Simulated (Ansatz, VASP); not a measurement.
# One calculation of C, two programs

```
CELL_PARAMETERS angstrom
0.00000 1.76575 1.76575
1.76575 0.00000 1.76575
1.76575 1.76575 0.00000
ATOMIC_POSITIONS crystal
C 0.00000 0.00000 0.00000
C 0.25000 0.25000 0.25000
```

Alike in both runs: functional LDA; k mesh 10 × 10 × 10; occupations gaussian, width 0.02 eV; no spin polarisation.

Ansatz relaxed the structure, and its values are those at the end. VASP's run is a single point on that final structure, the one shown.

```csv
,VASP,Ansatz
version,VASP 6.6.1,Ansatz 0.2.0
potentials or method,"VASP PAW LDA potentials, release 64 (C_h), cutoff 1300 eV","scalar-relativistic, plane waves, PAW"
valence electrons in the cell,8,8
```

VASP gave:

| Property | Result |
| --- | --- |
| gap on the k mesh at the Fermi level (eV) | 4.21 |
| least direct gap on the mesh (eV) | 5.63 |
| pressure (GPa) | 1.0 |

What did Ansatz give for the same quantities?

gap on the k mesh at the Fermi level (eV): 4.21; least direct gap on the mesh (eV): 5.62; pressure (GPa): 0.0.

Ansatz warns that its potentials were made for another functional, while VASP's fit it. LDA's correlation is that of Perdew and Zunger in VASP and of Perdew and Wang (1992) in Ansatz.
